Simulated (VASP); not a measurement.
# CsSnI3 (R3m) in VASP: notebook

CsSnI3 is run at these levels: PBE; tasks: single point, relaxation of cell and atoms.

Program: VASP 6.6.1. These are calculated values, not measurements. Logs are shortened: lines on timing, memory, paths and dates and some standing lists are left out, and cuts for length are marked.

## 1. The cell of the first run

It takes space group R3m (No. 160, trigonal). The conventional cell has a = 10.535 Å, b = 10.535 Å, c = 13.579 Å, α = 90.00°, β = 90.00°, γ = 120.00°. Within 5.1 Å of Cs (site symmetry 3m) lie 6 I at 3.88 to 3.92 Å and 1 Sn at 4.54 Å. Within 3.8 Å of Sn (site symmetry 3m) lie 3 I at 2.91 Å. Within 3.8 Å of I (site symmetry m) lie 1 Sn at 2.91 Å.

## 2. Single point, PBE

Contents of INCAR:

```
SYSTEM = CsSnI3
PREC = Accurate
ENCUT = 520
EDIFF = 1E-7
ISMEAR = 0
SIGMA = 0.1
LREAL = .FALSE.
LASPH = .TRUE.
NELM = 100
ALGO = Normal
ISIF = 2
LWAVE = .FALSE.
LCHARG = .FALSE.
GGA = PE
NBANDS = 30
```

Contents of KPOINTS:

```
Automatic mesh
0
G
  3 3 3
  0 0 0
```

Contents of POSCAR:

```
CsSnI3
1.0
    5.2674566652      3.0411675236      4.5263024910
   -5.2674566652      3.0411675236      4.5263024910
    0.0000000000     -6.0823350472      4.5263024910
Cs Sn I
1 1 3
Direct
    0.5418822987      0.5418822987      0.5418822987
   -0.1239639381     -0.1239639381     -0.1239639381
    0.6270101907      0.0329612579      0.6270101907
    0.6270101907      0.6270101907      0.0329612579
    0.0329612579      0.6270101907      0.6270101907
```

Potentials or basis: VASP PAW PBE potentials, release 64 (Cs_sv, Sn_d, I).

Command:

```bash
$ cat potpaw_PBE.64/Cs_sv/POTCAR potpaw_PBE.64/Sn_d/POTCAR potpaw_PBE.64/I/POTCAR > POTCAR
$ mpirun -np 1 vasp_std > vasp.out
```

OUTCAR:

```text
SYSTEM = CsSnI3
   PREC = Accurate
   ENCUT = 520
   EDIFF = 1E-7
   ISMEAR = 0
   LREAL = .FALSE.
   LASPH = .TRUE.
   NELM = 100
   ISIF = 2
   GGA = PE

 ion  position               nearest neighbor table
   1  0.542  0.542  0.542-
   2  0.876  0.876  0.876-   3 2.91   5 2.91   4 2.91
   3  0.627  0.033  0.627-   2 2.91
   4  0.627  0.627  0.033-   2 2.91
   5  0.033  0.627  0.627-   2 2.91

  LATTYP: Found a trigonal (rhomboedric) cell.
 ALAT       =     7.5817025704
 COS(alpha) =     0.0346196552

  Lattice vectors:

 A1 = (   5.2674566652,   3.0411675236,   4.5263024910)
 A2 = (  -5.2674566652,   3.0411675236,   4.5263024910)
 A3 = (   0.0000000000,  -6.0823350472,   4.5263024910)

Analysis of symmetry for initial positions (statically):
=====================================================================
 Subroutine PRICEL returns:
 Original cell was already a primitive cell.

 Routine SETGRP: Setting up the symmetry group for a
 trigonal (rhombohedral) supercell.

 Subroutine GETGRP returns: Found  6 space group operations
 (whereof  6 operations were pure point group operations)
 out of a pool of 12 trial point group operations.

The static configuration has the point symmetry C_3v.

Analysis of symmetry for dynamics (positions and initial velocities):
=====================================================================
 Subroutine PRICEL returns:
 Original cell was already a primitive cell.

 Routine SETGRP: Setting up the symmetry group for a
 trigonal (rhombohedral) supercell.

 Subroutine GETGRP returns: Found  6 space group operations
 (whereof  6 operations were pure point group operations)
 out of a pool of 12 trial point group operations.

The dynamic configuration has the point symmetry C_3v.

 Subroutine INISYM returns: Found  6 space group operations
 (whereof  6 operations are pure point group operations),
 and found     1 'primitive' translations

----------------------------------------------------------------------------------------

                                     Primitive cell
[... 71 lines left out ...]
   ICHARG =      2    charge: 1-file 2-atom 10-const
   ISPIN  =      1    spin polarized calculation?
   LNONCOLLINEAR =      F non collinear calculations
   LSORBIT =      F    spin-orbit coupling
   LASPH  =      T    aspherical Exc in radial PAW
   ENCUT  =  520.0 eV  38.22 Ry    6.18 a.u.  14.10 14.10 14.10*2*pi/ulx,y,z
   NELM   =    100;   NELMIN=  2; NELMDL= -5     # of ELM steps
   EDIFF  = 0.1E-06   stopping-criterion for ELM
   LREAL  =      F    real-space projection
   EDIFFG = 0.1E-05   stopping-criterion for IOM
   NSW    =      0    number of steps for IOM
   IBRION =     -1    ionic relax: 0-MD 1-quasi-New 2-CG
   NFREE  =      0    steps in history (QN), initial steepest desc. (CG)
   ISIF   =      2    stress and relaxation
   ISYM   =      2    0-nonsym 1-usesym 2-fastsym
   POTIM  = 0.5000    time-step for ionic-motion
   TEBEG  =    0.0;   TEEND  =   0.0 temperature during run
   PSTRESS=    0.0 pullay stress
   NELECT =      44.0000    total number of electrons
   NUPDOWN=      -1.0000    fix difference up-down
   EMIN   =  10.00;   EMAX   =-10.00  energy-range for DOS
   EFERMI =   0.00;   METHOD = LEGACY
   ISMEAR =     0;   SIGMA  =   0.10  broadening in eV -4-tet -1-fermi 0-gaus
   EFERMI_NEDOS =   21; number of points for ismear=-14 and -15
   IALGO  =     38    algorithm
   IMIX   =      4    mixing-type and parameters
     AMIX     =   0.40;   BMIX     =  1.00
     AMIX_MAG =   1.60;   BMIX_MAG =  1.00
  volume/ion in A,a.u.               =      87.01       587.17
  Fermi-wavevector in a.u.,A,eV,Ry     =   0.762747  1.441382  7.915632  0.581783
  Thomas-Fermi vector in A             =   1.862276
   LORBIT       =      0    0 simple, 1 ext, 2 COOP (PROOUT), +10 PAW based schemes
   GGA     = PE    functional components
   LHFCALC =     F    Hartree Fock is set to
   AEXX    =    0.0000 exact exchange contribution
   IVDW    =     0    specifies the selected vdW correction
   LEPSILON=     F    determine dielectric tensor
   LRPA    =     F    only Hartree local field effects (RPA)
 non-spin polarized calculation
 Gauss-broadening in eV      SIGMA  =   0.10
  energy-cutoff  :      520.00
  volume of cell :      435.05
 maximum number of plane-waves:     11727
   NGX = 29   NGY = 29   NGZ = 29

 number of electron      44.0000010 magnetization

 Free energy of the ion-electron system (eV)
  ---------------------------------------------------
  ext. energy  EPLUGINS =         0.00000000
  ---------------------------------------------------
  free energy    TOTEN  =       -13.70596811 eV

  energy without entropy =      -13.70596811  energy(sigma->0) =      -13.70596811

 E-fermi :  -1.6212     XC(G=0):  -5.0640

 val. band max:       -2.1152416663   @ k =   0.3333   0.0000   0.0000
 cond. band min:       1.2014598028   @ k =   0.3333   0.3333   0.3333
 fundamental gap:      3.3167014690
 Fermi energy:        -1.6212148379

 k-point     1 :       0.0000    0.0000    0.0000
  band No.  band energies     occupation
      1     -22.5081      2.00000
      2     -22.5081      2.00000
      3     -22.4763      2.00000
      4     -22.4763      2.00000
      5     -22.4601      2.00000
      6     -22.4517      2.00000
[... 187 lines left out ...]
     29       3.9300      0.00000
     30       4.1032      0.00000

------------------------ aborting loop because EDIFF is reached ----------------------------------------

  FORCE on cell =-STRESS in cart. coord.  units (eV):
  Direction    XX          YY          ZZ          XY          YZ          ZX
  --------------------------------------------------------------------------------------
  -------------------------------------------------------------------------------------
  Total       -0.1221490     -0.1221490      0.3344446     -0.0000000      0.0000000      0.0000000
  in kB       -0.4498464     -0.4498464      1.2316819     -0.0000000      0.0000000      0.0000000
  external PRESSURE =       0.1106631 kB  Pullay stress =       0.0000000 kB

 VOLUME and BASIS-vectors are now :
 -----------------------------------------------------------------------------
  energy-cutoff  :      520.00
  volume of cell :      435.05
      direct lattice vectors                 reciprocal lattice vectors
     5.267456665  3.041167524  4.526302491     0.094922471  0.054803514  0.073643627
    -5.267456665  3.041167524  4.526302491    -0.094922471  0.054803514  0.073643627
     0.000000000 -6.082335047  4.526302491     0.000000000 -0.109607028  0.073643627

 POSITION                                       TOTAL-FORCE (eV/Angst)
 -----------------------------------------------------------------------------------
      0.00000      0.00000      7.35817         0.000000     -0.000000     -0.028777
      0.00000      0.00000     11.89561         0.000000     -0.000000      0.021753
      3.12913     -1.80660      5.82527        -0.016314      0.009419      0.002341
      0.00000      3.61320      5.82527         0.000000     -0.018838      0.002341
     -3.12913     -1.80660      5.82527         0.016314      0.009419      0.002341
 -----------------------------------------------------------------------------------
    total drift:                                0.000000     -0.000000     -0.000670

  FREE ENERGIE OF THE ION-ELECTRON SYSTEM (eV)
  ---------------------------------------------------
  free  energy   TOTEN  =       -13.7059681052 eV

  energy  without entropy=      -13.7059681052  energy(sigma->0) =      -13.70596811
```

Wall time 84 s (1 thread of AMD EPYC 7R43 (Zen 3), shared host); peak memory 0.42 GiB.

What came out:

```yaml
Free_energy: -13.7060 eV
Pressure: 0.0 GPa
Largest_force: 0.029 eV/Å
Band_gap_on_the_k_mesh: 3.32 eV, indirect (least direct gap 3.38 eV)
```

Forces in eV/Å, atoms in the order of the input:
```
Cs   0.000  0.000 -0.029
Sn   0.000  0.000  0.022
I   -0.016  0.009  0.002
I    0.000 -0.019  0.002
I    0.016  0.009  0.002
```

Stress tensor (GPa, compression positive):
```
-0.04  0.00  0.00
 0.00 -0.04  0.00
 0.00  0.00  0.12
```

Caveat: spin-orbit coupling is left out, which moves the levels of the heavy elements. A k mesh can miss the band edges.

## 3. Relaxation of cell and atoms, PBE

This run uses another cell than the first one, of 43.73 Å³/atom, 0.503 times its volume.

Contents of INCAR:

```
  ALGO = Normal
  EDIFF = 1E-6
  EDIFFG = -0.04
  ENCUT = 600
  GGA = PE
  IBRION = 2
  ISIF = 3
  ISMEAR = 0
  LASPH = T
  LCHARG = F
  LREAL = F
  LWAVE = F
  NELM = 100
  NSW = 90
  PREC = Accurate
  SIGMA = 0.1
```

Contents of KPOINTS:

```
k-points
0
Gamma
  3 3 3
```

Contents of POSCAR:

```
CsSnI3
1.0
    4.2312189828      2.4428954187      3.5258834535
   -4.2312189828      2.4428954187      3.5258834535
    0.0000000000     -4.8857908374      3.5258834535
Cs Sn I
1 1 3
Direct
    0.5000000000      0.5000000000      0.5000000000
    0.0093000000      0.0093000000      0.0093000000
    0.5442000000      0.1072000000      0.5442000000
    0.5442000000      0.5442000000      0.1072000000
    0.1072000000      0.5442000000      0.5442000000
```

Potentials or basis: VASP PAW PBE potentials, release 64 (Cs_sv, Sn_d, I).

Command:

```bash
$ cat potpaw_PBE.64/Cs_sv/POTCAR potpaw_PBE.64/Sn_d/POTCAR potpaw_PBE.64/I/POTCAR > POTCAR
$ mpirun -np 1 vasp_std > vasp.out
```

Run time: 22 min. Hardware: 1 thread of AMD EPYC 7R43 (Zen 3), shared host; peak memory 0.34 GiB.

It converged, with:

| Item | Value |
| --- | --- |
| Free energy | -13.7124 eV |
| Relaxed volume | 89.01 Å³/atom |
| Relaxed cell | a = 7.701 Å, b = 7.701 Å, c = 7.701 Å, α = 82.18°, β = 82.18°, γ = 82.18° |
| Space group after relaxing (to 0.05 Å) | R3m (No. 160) |
| Energy gained by relaxing | 3292.7 meV/atom |
| Ionic steps | 50 |
| Pressure after relaxing | 0.0 GPa |
| Largest force after relaxing | 0.034 eV/Å |
| Band gap on the k mesh | 3.36 eV, indirect (least direct gap 3.41 eV) |

Forces in eV/Å, atoms in the order of the input:
```
Cs   0.000  0.000 -0.030
Sn   0.000  0.000 -0.034
I   -0.015  0.009  0.021
I    0.000 -0.017  0.021
I    0.015  0.009  0.021
```

Step by step:
```tsv
step	energy change (eV)	largest force (eV/Å)	pressure (GPa)	volume (Å³)
1	0.0000	16.7405	20.63	218.67
3	-11.9698	1.1228	0.11	325.33
5	-11.9712	1.1274	0.03	328.98
7	-12.5095	1.7416	-0.27	333.13
9	-14.9998	1.1933	-0.64	342.31
11	-15.0836	1.1194	-0.31	341.68
13	-15.3227	1.1319	0.24	341.27
15	-16.0259	0.9974	0.65	349.65
17	-16.0684	1.3011	1.13	351.96
19	-16.2358	0.3430	-0.07	385.41
21	-16.3050	0.2547	-0.04	390.44
23	-16.3256	0.2445	0.00	394.73
25	-16.3578	0.2133	-0.16	395.60
27	-16.3640	0.0707	0.03	389.84
29	-16.3699	0.0414	0.04	389.35
31	-16.3790	0.1138	0.03	390.97
33	-16.4010	0.3420	-0.19	412.01
35	-16.4038	0.3913	-0.23	417.87
37	-16.4134	0.3400	-0.20	421.83
39	-16.4376	0.1600	-0.04	436.11
41	-16.4406	0.1627	0.00	440.00
43	-16.4514	0.1148	-0.02	446.10
45	-16.4583	0.0758	-0.05	455.69
47	-16.4627	0.0587	0.03	443.09
49	-16.4622	0.1422	-0.09	445.40
50	-16.4634	0.0339	-0.02	445.07
```

Final structure:
```xyz
5
Lattice="5.0615 2.9222 5.0152 -5.0615 2.9222 5.0152 0.0000 -5.8445 5.0152" Properties=species:S:1:pos:R:3 pbc="T T T"
Cs    0.0000    0.0000    8.4175
Sn    0.0000    0.0000   12.9991
I     2.9283   -1.6907    6.4266
I     0.0000    3.3813    6.4266
I    -2.9283   -1.6907    6.4266
```

Levels at points of the mesh, in eV from the valence-band top:
```csv
k point,band 18,band 19,band 20,band 21,band 22,band 23,band 24,band 25,band 26
"(0.00, 0.00, 0.00)",-0.75,-0.29,-0.29,-0.16,-0.03,3.48,3.62,3.62,4.49
```

Caveat: the volume moved by over 15 % at a fixed basis, so the end points are rough; spin-orbit coupling is left out, which moves the levels of the heavy elements. A k mesh can miss the band edges.
